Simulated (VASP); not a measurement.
# HfB2 (P6/mmm) in VASP: notebook

Runs on HfB2. Level: r2SCAN. Tasks: single point, relaxation of cell and atoms.

All numbers are computed with VASP 6.6.1; they aren't measurements. Logs are shortened: lines on timing, memory, paths and dates and some standing lists are left out, and cuts for length are marked.

## Step 1: The cell of the first run

The structure is hexagonal, space group P6/mmm (No. 191). The conventional cell has a = 3.133 Å, b = 3.133 Å, c = 3.479 Å, α = 90.00°, β = 90.00°, γ = 120.00°. Hf (site symmetry 6/mmm) has 12 B at 2.51 Å and 6 Hf at 3.13 Å within 3.3 Å. B (site symmetry -6m2) has 3 B at 1.81 Å within 2.4 Å.

## Step 2: Single point, r2SCAN

POSCAR reads:

```
HfB2
1.0
    3.1326790800      0.0000000000      0.0000000000
   -1.5663395400      2.7129796700      0.0000000000
    0.0000000000      0.0000000000      3.4792139900
Hf B
1 2
Direct
    0.0000000000      0.0000000000      0.0000000000
    0.3333333300      0.6666666700      0.5000000000
    0.6666666700      0.3333333300      0.5000000000
```

INCAR.step1 reads:

```
SYSTEM = HfB2
PREC = Accurate
ENCUT = 520
ISMEAR = 0
SIGMA = 0.1
LREAL = .False.
LASPH = .True.
NELM = 60
NBANDS = 15
GGA = PE
ALGO = Normal
EDIFF = 1E-4
LWAVE = .True.
LCHARG = .False.
```

INCAR.step2 reads:

```
SYSTEM = HfB2
PREC = Accurate
ENCUT = 520
EDIFF = 1E-6
ISMEAR = 0
SIGMA = 0.1
LREAL = .False.
LASPH = .True.
NELM = 60
ALGO = Normal
ISIF = 2
LWAVE = .False.
LCHARG = .True.
METAGGA = R2SCAN
LMIXTAU = .True.
LELF = .True.
LVHAR = .True.
NBANDS = 15
ISTART = 1
```

KPOINTS reads:

```
Automatic mesh
0
Gamma
  6 6 6
  0 0 0
```

Potentials or basis: VASP PAW PBE potentials, release 64 (Hf_pv, B).

Command:

```bash
cat potpaw_PBE.64/Hf_pv/POTCAR potpaw_PBE.64/B/POTCAR > POTCAR
cp INCAR.step1 INCAR
mpirun -np 1 vasp_std > vasp.out
cp INCAR.step2 INCAR
mpirun -np 1 vasp_std > vasp.out
```

OUTCAR:

```text
SYSTEM = HfB2
   PREC = Accurate
   ENCUT = 520
   EDIFF = 1E-6
   ISMEAR = 0
   LREAL = .False.
   LASPH = .True.
   NELM = 60
   ISIF = 2
   METAGGA = R2SCAN
   ISTART = 1

 ion  position               nearest neighbor table
   1  0.000  0.000  0.000-   2 2.51   3 2.51   2 2.51   3 2.51   3 2.51   3 2.51   2 2.51   2 2.51
                             3 2.51   3 2.51   2 2.51   2 2.51
   2  0.333  0.667  0.500-   3 1.81   3 1.81   3 1.81   1 2.51   1 2.51   1 2.51   1 2.51   1 2.51
                             1 2.51
   3  0.667  0.333  0.500-   2 1.81   2 1.81   2 1.81   1 2.51   1 2.51   1 2.51   1 2.51   1 2.51
                             1 2.51

  LATTYP: Found a hexagonal cell.
 ALAT       =     3.1326790800
 C/A-ratio  =     1.1106193457

  Lattice vectors:

 A1 = (   3.1326790800,   0.0000000000,   0.0000000000)
 A2 = (  -1.5663395400,   2.7129796700,   0.0000000000)
 A3 = (   0.0000000000,   0.0000000000,   3.4792139900)

Analysis of symmetry for initial positions (statically):
=====================================================================
 Subroutine PRICEL returns:
 Original cell was already a primitive cell.

 Routine SETGRP: Setting up the symmetry group for a
 hexagonal supercell.

 Subroutine GETGRP returns: Found 24 space group operations
 (whereof 24 operations were pure point group operations)
 out of a pool of 24 trial point group operations.

The static configuration has the point symmetry D_6h.

Analysis of symmetry for dynamics (positions and initial velocities):
=====================================================================
 Subroutine PRICEL returns:
 Original cell was already a primitive cell.

 Routine SETGRP: Setting up the symmetry group for a
 hexagonal supercell.

 Subroutine GETGRP returns: Found 24 space group operations
 (whereof 24 operations were pure point group operations)
 out of a pool of 24 trial point group operations.

The dynamic configuration has the point symmetry D_6h.

 Subroutine INISYM returns: Found 24 space group operations
 (whereof 24 operations are pure point group operations),
 and found     1 'primitive' translations

----------------------------------------------------------------------------------------

                                     Primitive cell

  volume of cell :      29.5695

  direct lattice vectors                    reciprocal lattice vectors
     3.132679080  0.000000000  0.000000000     0.319215590  0.184299206  0.000000000
    -1.566339540  2.712979670  0.000000000     0.000000000  0.368598413  0.000000000
     0.000000000  0.000000000  3.479213990     0.000000000  0.000000000  0.287421240

  length of vectors
     3.132679080  3.132679084  3.479213990     0.368598413  0.368598413  0.287421240

  position of ions in fractional coordinates (direct lattice)
     0.000000000  0.000000000  0.000000000
     0.333333330  0.666666670  0.500000000
     0.666666670  0.333333330  0.500000000

  ion indices of the primitive-cell ions
   primitive index   ion index
                 1           1
                 2           2
                 3           3

----------------------------------------------------------------------------------------

 KPOINTS: Automatic mesh

Automatic generation of k-mesh.
 Grid dimensions read from file:
 generate k-points for:    6    6    6

 Generating k-lattice:

  Cartesian coordinates                     Fractional coordinates (reciprocal lattice)
     0.053202598  0.030716534  0.000000000     0.166666667  0.000000000  0.000000000
     0.000000000  0.061433069  0.000000000     0.000000000  0.166666667  0.000000000
     0.000000000  0.000000000  0.047903540     0.000000000  0.000000000  0.166666667

  Length of vectors
     0.061433069  0.061433069  0.047903540

  Shift w.r.t. Gamma in fractional coordinates (k-lattice)
     0.000000000  0.000000000  0.000000000

 Subroutine IBZKPT returns following result:
 ===========================================

 Found     28 irreducible k-points:

 Following reciprocal coordinates:
            Coordinates               Weight
  0.000000  0.000000  0.000000      1.000000
  0.166667 -0.000000  0.000000      6.000000
  0.333333 -0.000000  0.000000      6.000000
  0.500000 -0.000000  0.000000      3.000000
  0.166667  0.166667  0.000000      6.000000
  0.333333  0.166667  0.000000     12.000000
[... 16 lines left out ...]
  0.166667 -0.000000  0.500000      6.000000
  0.333333 -0.000000  0.500000      6.000000
 [... further k-points ...]
   k-points           NKPTS =     28   k-points in BZ     NKDIM =     28   number of bands    NBANDS=     15
   number of dos      NEDOS =    301   number of ions     NIONS =      3
   total plane-waves  NPLWV =  16128
   dimension x,y,z NGX =    24 NGY =   24 NGZ =   28
   dimension x,y,z NGXF=    48 NGYF=   48 NGZF=   56
   ions per type =               1   2
   NGX,Y,Z   is equivalent  to a cutoff of  12.74, 12.74, 13.38 a.u.
   NGXF,Y,Z  is equivalent  to a cutoff of  25.47, 25.47, 26.76 a.u.
 SYSTEM =  HfB2
   PREC   = accura    normal or accurate (medium, high low for compatibility)
   ISTART =      1    job   : 0-new  1-cont  2-samecut
   ICHARG =      0    charge: 1-file 2-atom 10-const
   ISPIN  =      1    spin polarized calculation?
   LNONCOLLINEAR =      F non collinear calculations
   LSORBIT =      F    spin-orbit coupling
   LASPH  =      T    aspherical Exc in radial PAW
   ENCUT  =  520.0 eV  38.22 Ry    6.18 a.u.   5.82  5.82  6.47*2*pi/ulx,y,z
   NELM   =     60;   NELMIN=  2; NELMDL=  0     # of ELM steps
   EDIFF  = 0.1E-05   stopping-criterion for ELM
   LREAL  =      F    real-space projection
   EDIFFG = 0.1E-04   stopping-criterion for IOM
   NSW    =      0    number of steps for IOM
   IBRION =     -1    ionic relax: 0-MD 1-quasi-New 2-CG
   NFREE  =      0    steps in history (QN), initial steepest desc. (CG)
   ISIF   =      2    stress and relaxation
   ISYM   =      2    0-nonsym 1-usesym 2-fastsym
   POTIM  = 0.5000    time-step for ionic-motion
   TEBEG  =    0.0;   TEEND  =   0.0 temperature during run
   PSTRESS=    0.0 pullay stress
   NELECT =      16.0000    total number of electrons
   NUPDOWN=      -1.0000    fix difference up-down
   EMIN   =  10.00;   EMAX   =-10.00  energy-range for DOS
   EFERMI =   0.00;   METHOD = LEGACY
   ISMEAR =     0;   SIGMA  =   0.10  broadening in eV -4-tet -1-fermi 0-gaus
   EFERMI_NEDOS =   21; number of points for ismear=-14 and -15
   IALGO  =     38    algorithm
   IMIX   =      4    mixing-type and parameters
     AMIX     =   0.40;   BMIX     =  1.00
     AMIX_MAG =   1.60;   BMIX_MAG =  1.00
  volume/ion in A,a.u.               =       9.86        66.51
  Fermi-wavevector in a.u.,A,eV,Ry     =   1.334034  2.520959 24.213571  1.779647
  Thomas-Fermi vector in A             =   2.462847
   LORBIT       =      0    0 simple, 1 ext, 2 COOP (PROOUT), +10 PAW based schemes
   METAGGA = R2SCAN    functional components
   LHFCALC =     F    Hartree Fock is set to
   AEXX    =    0.0000 exact exchange contribution
   IVDW    =     0    specifies the selected vdW correction
   LEPSILON=     F    determine dielectric tensor
   LRPA    =     F    only Hartree local field effects (RPA)
 non-spin polarized calculation
 Gauss-broadening in eV      SIGMA  =   0.10
  energy-cutoff  :      520.00
  volume of cell :       29.57
 maximum number of plane-waves:       816
 NGX is ok and might be reduce to    24
   NGX = 11   NGY = 11   NGZ = 13

 number of electron      15.9999998 magnetization

 Free energy of the ion-electron system (eV)
  ---------------------------------------------------
  ext. energy  EPLUGINS =         0.00000000
  ---------------------------------------------------
  free energy    TOTEN  =       -63.03082812 eV

  energy without entropy =      -63.02625524  energy(sigma->0) =      -63.02854168

 E-fermi :   7.3435     XC(G=0): -13.5739

 val. band max:        7.2303572610   @ k =   0.1667   0.1667   0.1667
 cond. band min:       7.4099389141   @ k =   0.1667   0.1667   0.1667
 fundamental gap:      0.1795816531
 Fermi energy:         7.3435320262

 k-point     1 :       0.0000    0.0000    0.0000
  band No.  band energies     occupation
      1     -24.1225      2.00000
      2     -23.5739      2.00000
      3     -23.5739      2.00000
      4      -6.9591      2.00000
      5       4.6247      2.00000
      6       4.6563      2.00000
      7       4.7055      2.00000
      8       4.7055      2.00000
      9      12.0135      0.00000
     10      12.0135      0.00000
     11      12.7102      0.00000
     12      12.7102      0.00000
     13      12.9245      0.00000
     14      12.9488      0.00000
     15      12.9488      0.00000

 k-point     2 :       0.1667   -0.0000    0.0000
  band No.  band energies     occupation
      1     -24.0872      2.00000
      2     -23.7859      2.00000
      3     -23.6206      2.00000
      4      -6.3418      2.00000
      5       3.1130      2.00000
      6       4.2280      2.00000
      7       4.6099      2.00000
      8       5.1553      2.00000
      9      10.3330      0.00000
     10      11.6130      0.00000
     11      11.6455      0.00000
     12      12.3276      0.00000
     13      14.0936      0.00000
     14      15.1961      0.00000
     15      15.2521      0.00000
[... 365 lines left out ...]
      3     -23.5968      2.00000
      4      -4.3621      2.00000
      5      -0.2402      2.00000
      6       3.8268      2.00000
      7       4.5816      2.00000
      8       6.9856      2.00000
      9       9.7303      0.00000
     10       9.8794      0.00000
     11      10.6110      0.00000
     12      10.7581      0.00000
     13      15.6295      0.00000
     14      16.5649      0.00000
     15      19.1849      0.00000

 k-point    24 :       0.3333   -0.0000    0.5000
  band No.  band energies     occupation
      1     -24.2665      2.00000
      2     -24.1434      2.00000
      3     -23.6842      2.00000
      4      -3.8410      2.00000
      5       0.9641      2.00000
      6       1.7428      2.00000
      7       3.0158      2.00000
      8       5.1316      2.00000
      9      11.1947      0.00000
     10      11.7186      0.00000
     11      12.1164      0.00000
     12      14.0321      0.00000
     13      16.3414      0.00000
     14      17.1925      0.00000
     15      19.7603      0.00000

 [... further k-points ...]

------------------------ aborting loop because EDIFF is reached ----------------------------------------

  FORCE on cell =-STRESS in cart. coord.  units (eV):
  Direction    XX          YY          ZZ          XY          YZ          ZX
  --------------------------------------------------------------------------------------
  -------------------------------------------------------------------------------------
  Total        0.2190672      0.2190672     -0.2638666     -0.0000000      0.0000000      0.0000000
  in kB       11.8698257     11.8698257    -14.2972122     -0.0000000      0.0000000      0.0000000
  external PRESSURE =       3.1474798 kB  Pullay stress =       0.0000000 kB

 VOLUME and BASIS-vectors are now :
 -----------------------------------------------------------------------------
  energy-cutoff  :      520.00
  volume of cell :       29.57
      direct lattice vectors                 reciprocal lattice vectors
     3.132679080  0.000000000  0.000000000     0.319215590  0.184299206  0.000000000
    -1.566339540  2.712979670  0.000000000     0.000000000  0.368598413  0.000000000
     0.000000000  0.000000000  3.479213990     0.000000000  0.000000000  0.287421240

 POSITION                                       TOTAL-FORCE (eV/Angst)
 -----------------------------------------------------------------------------------
      0.00000      0.00000      0.00000        -0.000000      0.000000      0.000000
     -0.00000      1.80865      1.73961        -0.000000      0.000000      0.000000
      1.56634      0.90433      1.73961         0.000000      0.000000      0.000000
 -----------------------------------------------------------------------------------
    total drift:                                0.000000     -0.000000     -0.000000

  FREE ENERGIE OF THE ION-ELECTRON SYSTEM (eV)
  ---------------------------------------------------
  free  energy   TOTEN  =       -63.0308281232 eV

  energy  without entropy=      -63.0262552438  energy(sigma->0) =      -63.02854168
```

Wall time 23 s (1 thread of Intel Xeon Platinum 8559C (Emerald Rapids), shared host); peak memory 0.15 GiB.

Results:

```yaml
Free_energy: -63.0308 eV
Pressure: 0.3 GPa
Band_gap_on_the_k_mesh: zero (bands 8 and 9 overlap by 1.20 eV)
```

Levels at points of the mesh, in eV from the Fermi level:
```tsv
k point	band 5	band 6	band 7	band 8	band 9	band 10	band 11	band 12
(0.00, 0.00, 0.00)	-2.72	-2.69	-2.64	-2.64	4.67	4.67	5.37	5.37
(0.50, 0.00, 0.00)	-9.42	-3.99	-3.29	-2.58	2.58	3.29	6.31	6.43
(0.00, 0.00, 0.50)	-8.46	-0.86	-0.86	0.77	0.77	1.51	1.51	2.79
(0.50, 0.00, 0.50)	-7.72	-4.86	-4.57	-2.60	4.55	4.83	6.96	7.90
```

Caveat: the k points lie up to 0.39 Å⁻¹ apart, too coarse for converged energies and pressures of a metal; the PAW data sets were made with another functional, which shifts forces and pressure a little; spin-orbit coupling is left out, which moves the levels of the heavy elements.

(Part 1 of 2 ends here.)
